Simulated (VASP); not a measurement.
# Mg3Sb2 (P-3m1) in VASP: notebook

Runs on Mg3Sb2. Level: r2SCAN. Tasks: single point.

Program: VASP 6.6.1. These are calculated values, not measurements. Logs are shortened: lines on timing, memory, paths and dates and some standing lists are left out, and cuts for length are marked.

## Step 1: The cell of the first run

Symmetry: P-3m1, No. 164, trigonal system. The conventional cell has a = 4.579 Å, b = 4.579 Å, c = 7.252 Å, α = 90.00°, β = 90.00°, γ = 120.00°. Sb (site symmetry 3m) has 7 Mg at 2.83 to 3.12 Å within 3.7 Å. Within 4.1 Å of Mg (site symmetry -3m) lie 6 Sb at 3.12 Å and 6 Mg at 3.75 Å. Mg (site symmetry 3m) has 4 Sb at 2.83 to 2.93 Å and 6 Mg at 3.28 to 3.75 Å within 3.8 Å.

## Step 2: Single point, r2SCAN

The input, POSCAR:

```
Mg3Sb2
1.0
    4.5793445967      0.0000000000      0.0000000000
   -2.2896722984      3.9658287534      0.0000000000
    0.0000000000      0.0000000000      7.2523952875
Sb Mg
2 3
Direct
    0.3333333333      0.6666666667      0.2290556998
    0.6666666667      0.3333333333      0.7709443002
    0.0000000000      0.0000000000      0.0000000000
    0.3333333333      0.6666666667      0.6335637578
    0.6666666667      0.3333333333      0.3664362422
```

The input, INCAR.step1:

```
SYSTEM = Mg3Sb2
PREC     = Accurate       ! precision mode
ENCUT    = 660            ! plane-wave cutoff, eV
ISMEAR   = 0              ! smearing method
SIGMA    = 0.05           ! smearing width, eV
LREAL    = .FALSE.        ! projectors in reciprocal space
LASPH    = .TRUE.         ! aspherical terms in the spheres
NELM     = 120            ! most SCF steps
NBANDS   = 16             ! bands
GGA      = PE             ! functional
ALGO     = Normal         ! electronic algorithm
EDIFF    = 1E-5           ! SCF threshold, eV
LWAVE    = .TRUE.         ! write WAVECAR
LCHARG   = .FALSE.        ! write CHGCAR
GGA_COMPAT= .FALSE.
```

The input, INCAR.step2:

```
SYSTEM = Mg3Sb2
PREC     = Accurate       ! precision mode
ENCUT    = 660            ! plane-wave cutoff, eV
EDIFF    = 1E-6           ! SCF threshold, eV
ISMEAR   = 0              ! smearing method
SIGMA    = 0.05           ! smearing width, eV
LREAL    = .FALSE.        ! projectors in reciprocal space
LASPH    = .TRUE.         ! aspherical terms in the spheres
NELM     = 120            ! most SCF steps
ALGO     = Normal         ! electronic algorithm
ISIF     = 2              ! what is computed and relaxed
LWAVE    = .FALSE.        ! write WAVECAR
LCHARG   = .FALSE.        ! write CHGCAR
METAGGA  = R2SCAN         ! meta-GGA
LMIXTAU  = .TRUE.       
NBANDS   = 16             ! bands
ISTART   = 1            
GGA_COMPAT= .FALSE.
```

The input, KPOINTS:

```
regular mesh
0
G
  6 6 4
  0 0 0
```

Potentials or basis: VASP PAW PBE potentials, release 64 (Sb, Mg).

On the command line:

```
$ cat potpaw_PBE.64/Sb/POTCAR potpaw_PBE.64/Mg/POTCAR > POTCAR
$ cp INCAR.step1 INCAR
$ mpirun -np 1 vasp_std > vasp.out
$ cp INCAR.step2 INCAR
$ mpirun -np 1 vasp_std > vasp.out
```

OUTCAR:

```text
SYSTEM = Mg3Sb2
   PREC = Accurate
   ENCUT = 660
   EDIFF = 1E-6
   ISMEAR = 0
   LREAL = .FALSE.
   LASPH = .TRUE.
   NELM = 120
   ISIF = 2
   METAGGA = R2SCAN
   ISTART = 1

 ion  position               nearest neighbor table
   1  0.333  0.667  0.229-   5 2.83   5 2.83   5 2.83   4 2.93   3 3.12   3 3.12   3 3.12
   2  0.667  0.333  0.771-   4 2.83   4 2.83   4 2.83   5 2.93   3 3.12   3 3.12   3 3.12
   3  0.000  0.000  0.000-   1 3.12   2 3.12   2 3.12   1 3.12   2 3.12   1 3.12
   4  0.333  0.667  0.634-   2 2.83   2 2.83   2 2.83   1 2.93   5 3.28   5 3.28   5 3.28
   5  0.667  0.333  0.366-   1 2.83   1 2.83   1 2.83   2 2.93   4 3.28   4 3.28   4 3.28

  LATTYP: Found a hexagonal cell.
 ALAT       =     4.5793445967
 C/A-ratio  =     1.5837190529

  Lattice vectors:

 A1 = (   4.5793445967,   0.0000000000,   0.0000000000)
 A2 = (  -2.2896722984,   3.9658287534,   0.0000000000)
 A3 = (   0.0000000000,   0.0000000000,   7.2523952875)

Analysis of symmetry for initial positions (statically):
=====================================================================
 Subroutine PRICEL returns:
 Original cell was already a primitive cell.

 Routine SETGRP: Setting up the symmetry group for a
 hexagonal supercell.

 Subroutine GETGRP returns: Found 12 space group operations
 (whereof 12 operations were pure point group operations)
 out of a pool of 24 trial point group operations.

The static configuration has the point symmetry D_3d.

Analysis of symmetry for dynamics (positions and initial velocities):
=====================================================================
 Subroutine PRICEL returns:
 Original cell was already a primitive cell.

 Routine SETGRP: Setting up the symmetry group for a
 hexagonal supercell.

 Subroutine GETGRP returns: Found 12 space group operations
 (whereof 12 operations were pure point group operations)
 out of a pool of 24 trial point group operations.

The dynamic configuration has the point symmetry D_3d.

 Subroutine INISYM returns: Found 12 space group operations
 (whereof 12 operations are pure point group operations),
 and found     1 'primitive' translations

----------------------------------------------------------------------------------------

                                     Primitive cell

  volume of cell :     131.7100

  direct lattice vectors                    reciprocal lattice vectors
     4.579344597  0.000000000  0.000000000     0.218371861  0.126077053  0.000000000
    -2.289672298  3.965828753  0.000000000     0.000000000  0.252154105  0.000000000
     0.000000000  0.000000000  7.252395287     0.000000000  0.000000000  0.137885479

  length of vectors
     4.579344597  4.579344597  7.252395287     0.252154105  0.252154105  0.137885479

  position of ions in fractional coordinates (direct lattice)
     0.333333333  0.666666667  0.229055700
     0.666666667  0.333333333  0.770944300
     0.000000000  0.000000000  0.000000000
     0.333333333  0.666666667  0.633563758
     0.666666667  0.333333333  0.366436242

  ion indices of the primitive-cell ions
   primitive index   ion index
                 1           1
                 2           2
                 3           3
                 4           4
                 5           5

----------------------------------------------------------------------------------------

 KPOINTS: regular mesh

Automatic generation of k-mesh.
 Grid dimensions read from file:
 generate k-points for:    6    6    4

 Generating k-lattice:

  Cartesian coordinates                     Fractional coordinates (reciprocal lattice)
     0.036395310  0.021012842  0.000000000     0.166666667  0.000000000  0.000000000
     0.000000000  0.042025684  0.000000000     0.000000000  0.166666667  0.000000000
     0.000000000  0.000000000  0.034471370     0.000000000  0.000000000  0.250000000

  Length of vectors
     0.042025684  0.042025684  0.034471370

  Shift w.r.t. Gamma in fractional coordinates (k-lattice)
     0.000000000  0.000000000  0.000000000

 Subroutine IBZKPT returns following result:
 ===========================================

 Found     24 irreducible k-points:

 Following reciprocal coordinates:
            Coordinates               Weight
  0.000000  0.000000  0.000000      1.000000
  0.166667  0.000000  0.000000      6.000000
  0.333333  0.000000  0.000000      6.000000
  0.500000  0.000000  0.000000      3.000000
  0.166667  0.166667  0.000000      6.000000
  0.333333  0.166667  0.000000     12.000000
[... 16 lines left out ...]
  0.333333  0.166667  0.500000     12.000000
  0.333333  0.333333  0.500000      2.000000
   k-points           NKPTS =     24   k-points in BZ     NKDIM =     24   number of bands    NBANDS=     16
   number of dos      NEDOS =    301   number of ions     NIONS =      5
   total plane-waves  NPLWV = 102400
   dimension x,y,z NGX =    40 NGY =   40 NGZ =   64
   dimension x,y,z NGXF=    80 NGYF=   80 NGZF=  128
   ions per type =               2   3
   NGX,Y,Z   is equivalent  to a cutoff of  14.52, 14.52, 14.67 a.u.
   NGXF,Y,Z  is equivalent  to a cutoff of  29.04, 29.04, 29.34 a.u.
 SYSTEM =  Mg3Sb2
   PREC   = accura    normal or accurate (medium, high low for compatibility)
   ISTART =      1    job   : 0-new  1-cont  2-samecut
   ICHARG =      0    charge: 1-file 2-atom 10-const
   ISPIN  =      1    spin polarized calculation?
   LNONCOLLINEAR =      F non collinear calculations
   LSORBIT =      F    spin-orbit coupling
   LASPH  =      T    aspherical Exc in radial PAW
   ENCUT  =  660.0 eV  48.51 Ry    6.96 a.u.   9.59  9.59 15.19*2*pi/ulx,y,z
   NELM   =    120;   NELMIN=  2; NELMDL=  0     # of ELM steps
   EDIFF  = 0.1E-05   stopping-criterion for ELM
   LREAL  =      F    real-space projection
   EDIFFG = 0.1E-04   stopping-criterion for IOM
   NSW    =      0    number of steps for IOM
   IBRION =     -1    ionic relax: 0-MD 1-quasi-New 2-CG
   NFREE  =      0    steps in history (QN), initial steepest desc. (CG)
   ISIF   =      2    stress and relaxation
   ISYM   =      2    0-nonsym 1-usesym 2-fastsym
   POTIM  = 0.5000    time-step for ionic-motion
   TEBEG  =    0.0;   TEEND  =   0.0 temperature during run
   PSTRESS=    0.0 pullay stress
   NELECT =      16.0000    total number of electrons
   NUPDOWN=      -1.0000    fix difference up-down
   EMIN   =  10.00;   EMAX   =-10.00  energy-range for DOS
   EFERMI =   0.00;   METHOD = LEGACY
   ISMEAR =     0;   SIGMA  =   0.05  broadening in eV -4-tet -1-fermi 0-gaus
   EFERMI_NEDOS =   21; number of points for ismear=-14 and -15
   IALGO  =     38    algorithm
   IMIX   =      4    mixing-type and parameters
     AMIX     =   0.40;   BMIX     =  1.00
     AMIX_MAG =   1.60;   BMIX_MAG =  1.00
  volume/ion in A,a.u.               =      26.34       177.76
  Fermi-wavevector in a.u.,A,eV,Ry     =   0.810790  1.532172  8.944212  0.657381
  Thomas-Fermi vector in A             =   1.920031
   LORBIT       =      0    0 simple, 1 ext, 2 COOP (PROOUT), +10 PAW based schemes
   METAGGA = R2SCAN    functional components
   LHFCALC =     F    Hartree Fock is set to
   AEXX    =    0.0000 exact exchange contribution
   IVDW    =     0    specifies the selected vdW correction
   LEPSILON=     F    determine dielectric tensor
   LRPA    =     F    only Hartree local field effects (RPA)
 non-spin polarized calculation
 Gauss-broadening in eV      SIGMA  =   0.05
  energy-cutoff  :      660.00
  volume of cell :      131.71
 maximum number of plane-waves:      5131
 NGX is ok and might be reduce to    40
   NGX = 19   NGY = 19   NGZ = 31

 number of electron      16.0000000 magnetization

 Free energy of the ion-electron system (eV)
  ---------------------------------------------------
  ext. energy  EPLUGINS =         0.00000000
  ---------------------------------------------------
  free energy    TOTEN  =       -66.25236207 eV

  energy without entropy =      -66.25236207  energy(sigma->0) =      -66.25236207

 E-fermi :   4.5268     XC(G=0):  -9.1540

 val. band max:        4.3075462000   @ k =   0.0000   0.0000   0.0000
 cond. band min:       4.8763439082   @ k =   0.3333   0.3333   0.0000
 fundamental gap:      0.5687977082
 Fermi energy:         4.5267674852

 k-point     1 :       0.0000    0.0000    0.0000
  band No.  band energies     occupation
      1      -6.3526      2.00000
      2      -5.0562      2.00000
      3      -0.7041      2.00000
      4       3.1545      2.00000
      5       3.1545      2.00000
      6       3.8891      2.00000
[... 8 lines left out ...]
     15       8.7493      0.00000
     16       9.7316      0.00000

 k-point     2 :       0.1667    0.0000    0.0000
  band No.  band energies     occupation
      1      -6.1548      2.00000
      2      -4.9426      2.00000
      3      -0.4577      2.00000
      4       1.7990      2.00000
      5       2.6603      2.00000
      6       2.7054      2.00000
[... 8 lines left out ...]
     15       8.7928      0.00000
     16       9.3478      0.00000

 k-point     3 :       0.3333    0.0000    0.0000
  band No.  band energies     occupation
      1      -5.6360      2.00000
      2      -4.7438      2.00000
      3       0.0962      2.00000
      4       0.3462      2.00000
      5       1.1418      2.00000
      6       2.1419      2.00000
[... 8 lines left out ...]
     15      10.2808      0.00000
     16      10.3481      0.00000
[... 362 lines left out ...]
 k-point    23 :       0.3333    0.1667    0.5000
  band No.  band energies     occupation
      1      -5.0022      2.00000
      2      -4.9603      2.00000
      3      -0.3492      2.00000
      4      -0.1263      2.00000
      5       1.3289      2.00000
      6       1.6393      2.00000
[... 8 lines left out ...]
     15      10.4272      0.00000
     16      10.5255      0.00000

 k-point    24 :       0.3333    0.3333    0.5000
  band No.  band energies     occupation
      1      -4.8420      2.00000
      2      -4.8420      2.00000
      3      -0.0673      2.00000
      4      -0.0673      2.00000
      5       0.2859      2.00000
      6       0.8671      2.00000
[... 8 lines left out ...]
     15       9.9664      0.00000
     16      10.2985      0.00000

------------------------ aborting loop because EDIFF is reached ----------------------------------------

  FORCE on cell =-STRESS in cart. coord.  units (eV):
  Direction    XX          YY          ZZ          XY          YZ          ZX
  --------------------------------------------------------------------------------------
  -------------------------------------------------------------------------------------
  Total       -0.2618016     -0.2618016     -0.1712653      0.0000000      0.0000000      0.0000000
  in kB       -3.1846683     -3.1846683     -2.0833450      0.0000000      0.0000000      0.0000000
  external PRESSURE =      -2.8175605 kB  Pullay stress =       0.0000000 kB

 VOLUME and BASIS-vectors are now :
 -----------------------------------------------------------------------------
  energy-cutoff  :      660.00
  volume of cell :      131.71
      direct lattice vectors                 reciprocal lattice vectors
     4.579344597  0.000000000  0.000000000     0.218371861  0.126077053  0.000000000
    -2.289672298  3.965828753  0.000000000     0.000000000  0.252154105  0.000000000
     0.000000000  0.000000000  7.252395287     0.000000000  0.000000000  0.137885479

 POSITION                                       TOTAL-FORCE (eV/Angst)
 -----------------------------------------------------------------------------------
     -0.00000      2.64389      1.66120         0.000000      0.000000     -0.016648
      2.28967      1.32194      5.59119         0.000000     -0.000000      0.016648
      0.00000      0.00000      0.00000         0.000000      0.000000      0.000000
     -0.00000      2.64389      4.59485        -0.000000     -0.000000      0.003850
      2.28967      1.32194      2.65754         0.000000      0.000000     -0.003850
 -----------------------------------------------------------------------------------
    total drift:                               -0.000000      0.000000      0.000000

  FREE ENERGIE OF THE ION-ELECTRON SYSTEM (eV)
  ---------------------------------------------------
  free  energy   TOTEN  =       -66.2523620668 eV

  energy  without entropy=      -66.2523620668  energy(sigma->0) =      -66.25236207
```

Wall time 6.1 min (1 thread of Oxide Virtual Turin-like, shared host); peak memory 0.34 GiB.

What came out:

```
Free energy            : -66.2524 eV
Pressure               : -0.3 GPa
Largest force          : 0.017 eV/Å
Band gap on the k mesh : 0.57 eV (least direct gap 1.74 eV)
```

Forces on the atoms (eV/Å):
```
Sb   0.000  0.000 -0.017
Sb   0.000  0.000  0.017
Mg   0.000  0.000  0.000
Mg   0.000  0.000  0.004
Mg   0.000  0.000 -0.004
```

Stress tensor (GPa, compression positive):
```
-0.32  0.00  0.00
 0.00 -0.32  0.00
 0.00  0.00 -0.21
```

Levels at points of the mesh, in eV from the valence-band top:
```
           k point  band 6  band 7  band 8  band 9  band 10  band 11
(0.00, 0.00, 0.00)   -0.42   -0.42    0.00    1.75     1.75     3.41
(0.50, 0.00, 0.00)   -2.38   -2.19   -0.95    0.79     2.42     2.46
(0.00, 0.00, 0.50)   -0.84   -0.76   -0.76    2.27     2.43     3.06
(0.50, 0.00, 0.50)   -1.73   -1.68   -1.56    0.86     1.68     2.15
```

Caveat: semilocal functionals underestimate gaps, and a narrow one can read as zero; the PAW data sets were made with another functional, which shifts forces and pressure a little; spin-orbit coupling is left out, which moves the levels of the heavy elements.

## Step 3: Single point, r2SCAN (26.71 Å³/atom)

This run uses another cell than the first one, of 26.71 Å³/atom.

The input, POSCAR:

```
Mg3Sb2
1.0
    4.5975816355      0.0000000000      0.0000000000
   -2.2987908178      3.9816224923      0.0000000000
    0.0000000000      0.0000000000      7.2942754383
Sb Mg
2 3
Direct
    0.3333333333      0.6666666667      0.2297789779
    0.6666666667      0.3333333333      0.7702210221
    0.0000000000      0.0000000000      0.0000000000
    0.3333333333      0.6666666667      0.6338146653
    0.6666666667      0.3333333333      0.3661853347
```

The input, INCAR.step1:

```
ALGO = Normal ; EDIFF = 1E-5
ENCUT = 660 ; GGA = PE
GGA_COMPAT = False ; ISMEAR = 0
LASPH = True ; LCHARG = False
LREAL = False ; LWAVE = True
NBANDS = 16 ; NELM = 120
PREC = Accurate ; SIGMA = 0.05
```

The input, INCAR.step2:

```
ALGO = Normal ; EDIFF = 1E-6
ENCUT = 660 ; GGA_COMPAT = False
ISIF = 2 ; ISMEAR = 0
ISTART = 1 ; LASPH = True
LCHARG = False ; LMIXTAU = True
LREAL = False ; LWAVE = False
METAGGA = R2SCAN ; NBANDS = 16
NELM = 120 ; PREC = Accurate
SIGMA = 0.05
```

The input, KPOINTS:

```
k-points
0
Gamma
  6 6 4
```

Potentials or basis: VASP PAW PBE potentials, release 64 (Sb, Mg).

On the command line:

```
$ cat potpaw_PBE.64/Sb/POTCAR potpaw_PBE.64/Mg/POTCAR > POTCAR
$ cp INCAR.step1 INCAR
$ mpirun -np 1 vasp_std > vasp.out
$ cp INCAR.step2 INCAR
$ mpirun -np 1 vasp_std > vasp.out
```

Wall time 5.3 min (1 thread of Oxide Virtual Turin-like, shared host); peak memory 0.35 GiB.

It converged, with:

* Free energy: -66.2456 eV
* Pressure: -0.9 GPa
* Largest force: 0.012 eV/Å
* Band gap on the k mesh: 0.59 eV (least direct gap 1.68 eV)

Forces in eV/Å, atoms in the order of the input:
```
Sb   0.000  0.000 -0.012
Sb   0.000  0.000  0.012
Mg   0.000  0.000  0.000
Mg   0.000  0.000 -0.003
Mg   0.000  0.000  0.003
```

Levels at points of the mesh, in eV from the valence-band top:
```csv
k point,band 6,band 7,band 8,band 9,band 10,band 11
"(0.00, 0.00, 0.00)",-0.40,-0.40,0.00,1.68,1.75,3.42
"(0.50, 0.00, 0.00)",-2.33,-2.15,-0.93,0.81,2.41,2.47
"(0.00, 0.00, 0.50)",-0.82,-0.72,-0.72,2.27,2.40,3.07
"(0.50, 0.00, 0.50)",-1.70,-1.65,-1.53,0.84,1.70,2.14
```

Caveat: semilocal functionals underestimate gaps, and a narrow one can read as zero; the PAW data sets were made with another functional, which shifts forces and pressure a little; spin-orbit coupling is left out, which moves the levels of the heavy elements. A k mesh can miss the band edges.

(Continued in part 2 of 2.)
